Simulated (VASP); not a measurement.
The system is Al9Ga7P16.

```xyz
64
Lattice="10.9123 0.0000 0.0000 0.0000 10.9123 0.0000 0.0000 0.0000 10.9123" Properties=species:S:1:pos:R:3 pbc="T T T"
Al   10.8978    0.0074   10.9087
Al    0.0201   10.8986    5.4495
Al    0.0201    5.4842    0.0404
Al    0.0182    5.4824    5.4408
Al    5.4448   10.8851    5.4475
Al    5.4113    5.4456   10.8955
Al    5.4432    5.4449    5.4097
Al    2.6870    8.1708    5.4616
Al    8.1833    2.7045    0.0034
Al    8.1683    8.1699    0.0099
Al    2.6956   10.9056    2.7026
Al    2.7478   10.8908    8.1594
Al    8.2067    0.0107    8.1836
Al    8.1877    5.4534    2.7616
Al    8.1986    5.4458    8.2193
Al    0.0021    2.7348    2.7358
Al    5.4575    2.7359    2.7248
Al    5.4345    8.1862    2.7238
Ga    5.4545    0.0364   10.8545
Ga    2.7604    2.7231    0.0064
Ga    2.6799    2.7034    5.4156
Ga    2.6950    8.1871   10.8941
Ga    8.1830    2.7290    5.4477
Ga    8.1795    8.1540    5.4713
Ga    2.7201    5.4528    2.7396
Ga    2.7208    5.4431    8.1524
Ga    8.2014   10.8990    2.6704
Ga   10.9032    2.7296    8.2096
Ga   10.9075    8.1713    2.7279
Ga   10.8981    8.2017    8.1474
Ga    5.4662    2.7539    8.2005
Ga    5.4378    8.1637    8.1746
P     1.3892    1.3769    1.3793
P     1.3853    1.3203    6.8273
P     1.3429    6.7985    1.3645
P     1.3636    6.8375    6.8500
P     6.8301    1.3506    1.3255
P     6.8174    1.3892    6.8502
P     6.8181    6.8360    1.3729
P     6.8228    6.8038    6.8059
P     4.0753    4.1072    1.3486
P     4.0886    4.0839    6.8114
P     4.1107    9.5786    1.3626
P     4.0752    9.5497    6.8276
P     9.5511    4.0545    1.3749
P     9.5309    4.0982    6.8198
P     9.5706    9.5492    1.3858
P     9.5481    9.5604    6.8386
P     4.0816    1.3489    4.0821
P     4.1175    1.3561    9.5850
P     4.0951    6.8367    4.0671
P     4.1151    6.8395    9.5348
P     9.5576    1.3737    4.1084
P     9.5688    1.3484    9.5156
P     9.5642    6.8141    4.1088
P     9.5339    6.8103    9.5286
P     1.3810    4.0801    4.0753
P     1.3769    4.0989    9.5144
P     1.3403    9.5492    4.0912
P     1.3469    9.5578    9.5402
P     6.8266    4.0705    4.0861
P     6.8509    4.0723    9.5766
P     6.7903    9.5322    4.1072
P     6.8356    9.5285    9.5593
```

| Quantity | Value |
| --- | --- |
| Program | VASP 6.6.1 |
| Task | relaxation of volume and atoms at fixed shape |
| Functional | PBEsol |
| Potentials or basis | VASP PAW PBE potentials, release 64 (Al, Ga_d, P) |
| Cutoff | 500 eV |
| k mesh | 1 × 1 × 1, shifted |
| Occupations | fermi-dirac, width 0.05 eV |
| Spin | no spin polarisation |

At the start: pressure 0.2 GPa; volume 20.30 Å³/atom.

Problem. How do energy, volume and symmetry change on relaxing?

Solution. Over 12 steps the energy falls by 7.1 meV/atom and the volume is 20.32 Å³/atom (+0.1 %); space group P1 (No. 1, to 0.1 Å) before and after.

The path:
```csv
step,energy change (eV),largest force (eV/Å),pressure (GPa),volume (Å³)
1,0.0000,0.9890,0.16,1299.41
2,-0.3979,0.2429,-0.20,1303.28
3,-0.4024,0.1918,-0.23,1303.75
4,-0.4286,0.1027,0.13,1298.23
5,-0.4301,0.0917,0.24,1296.54
6,-0.4411,0.0829,-0.02,1300.40
7,-0.4416,0.0824,-0.09,1301.40
8,-0.4465,0.0454,-0.03,1300.46
9,-0.4473,0.0470,0.01,1299.90
10,-0.4496,0.0343,0.01,1299.87
11,-0.4504,0.0326,0.02,1299.84
12,-0.4516,0.0195,-0.02,1300.44
```

Final structure:
```yaml
crystal:
  lattice:
    - [10.91516, 0.00000, 0.00000]
    - [0.00000, 10.91516, 0.00000]
    - [0.00000, 0.00000, 10.91516]
  atoms:
    - { symbol: Al, position: [0.99982, 0.99975, 0.99973] }
    - { symbol: Al, position: [0.99917, 0.99941, 0.49951] }
    - { symbol: Al, position: [0.00031, 0.49982, 0.99927] }
    - { symbol: Al, position: [0.99977, 0.49955, 0.49993] }
    - { symbol: Al, position: [0.49997, 0.99995, 0.49973] }
    - { symbol: Al, position: [0.49941, 0.49993, 0.99969] }
    - { symbol: Al, position: [0.49948, 0.49922, 0.49917] }
    - { symbol: Al, position: [0.24963, 0.74947, 0.50020] }
    - { symbol: Al, position: [0.74998, 0.24929, 0.99964] }
    - { symbol: Al, position: [0.74974, 0.74993, 0.99992] }
    - { symbol: Al, position: [0.24961, 0.99972, 0.24884] }
    - { symbol: Al, position: [0.25010, 0.99977, 0.74967] }
    - { symbol: Al, position: [0.74969, 0.99999, 0.74939] }
    - { symbol: Al, position: [0.74965, 0.49963, 0.25002] }
    - { symbol: Al, position: [0.74976, 0.49965, 0.74949] }
    - { symbol: Al, position: [0.00014, 0.24978, 0.24983] }
    - { symbol: Al, position: [0.49979, 0.24890, 0.24950] }
    - { symbol: Al, position: [0.49965, 0.75011, 0.24941] }
    - { symbol: Ga, position: [0.50003, 0.00004, 0.99902] }
    - { symbol: Ga, position: [0.25063, 0.25020, 0.99954] }
    - { symbol: Ga, position: [0.25012, 0.24998, 0.50026] }
    - { symbol: Ga, position: [0.25006, 0.74944, 0.99957] }
    - { symbol: Ga, position: [0.75002, 0.24947, 0.50063] }
    - { symbol: Ga, position: [0.74996, 0.74953, 0.50008] }
    - { symbol: Ga, position: [0.24955, 0.49995, 0.24978] }
    - { symbol: Ga, position: [0.24998, 0.50005, 0.74965] }
    - { symbol: Ga, position: [0.75010, 0.99930, 0.25057] }
    - { symbol: Ga, position: [0.00116, 0.25009, 0.74972] }
    - { symbol: Ga, position: [0.99989, 0.74969, 0.24995] }
    - { symbol: Ga, position: [0.00024, 0.74989, 0.75023] }
    - { symbol: Ga, position: [0.49970, 0.25030, 0.74989] }
    - { symbol: Ga, position: [0.50002, 0.74950, 0.74989] }
    - { symbol: P, position: [0.12516, 0.12530, 0.12395] }
    - { symbol: P, position: [0.12477, 0.12478, 0.62434] }
    - { symbol: P, position: [0.12491, 0.62482, 0.12485] }
    - { symbol: P, position: [0.12443, 0.62446, 0.62545] }
    - { symbol: P, position: [0.62525, 0.12345, 0.12474] }
    - { symbol: P, position: [0.62438, 0.12531, 0.62479] }
    - { symbol: P, position: [0.62477, 0.62481, 0.12496] }
    - { symbol: P, position: [0.62439, 0.62456, 0.62434] }
    - { symbol: P, position: [0.37459, 0.37510, 0.12505] }
    - { symbol: P, position: [0.37453, 0.37477, 0.62513] }
    - { symbol: P, position: [0.37521, 0.87516, 0.12348] }
    - { symbol: P, position: [0.37551, 0.87455, 0.62504] }
    - { symbol: P, position: [0.87516, 0.37510, 0.12482] }
    - { symbol: P, position: [0.87518, 0.37417, 0.62506] }
    - { symbol: P, position: [0.87497, 0.87474, 0.12531] }
    - { symbol: P, position: [0.87483, 0.87404, 0.62508] }
    - { symbol: P, position: [0.37436, 0.12457, 0.37491] }
    - { symbol: P, position: [0.37516, 0.12509, 0.87463] }
    - { symbol: P, position: [0.37460, 0.62482, 0.37455] }
    - { symbol: P, position: [0.37459, 0.62480, 0.87423] }
    - { symbol: P, position: [0.87430, 0.12500, 0.37505] }
    - { symbol: P, position: [0.87551, 0.12499, 0.87412] }
    - { symbol: P, position: [0.87477, 0.62492, 0.37481] }
    - { symbol: P, position: [0.87506, 0.62509, 0.87451] }
    - { symbol: P, position: [0.12543, 0.37480, 0.37495] }
    - { symbol: P, position: [0.12599, 0.37474, 0.87449] }
    - { symbol: P, position: [0.12486, 0.87475, 0.37457] }
    - { symbol: P, position: [0.12513, 0.87459, 0.87504] }
    - { symbol: P, position: [0.62525, 0.37376, 0.37511] }
    - { symbol: P, position: [0.62468, 0.37486, 0.87504] }
    - { symbol: P, position: [0.62518, 0.87459, 0.37503] }
    - { symbol: P, position: [0.62455, 0.87491, 0.87460] }
```

Caveat: the PAW data sets were made with another functional, which shifts forces and pressure a little.
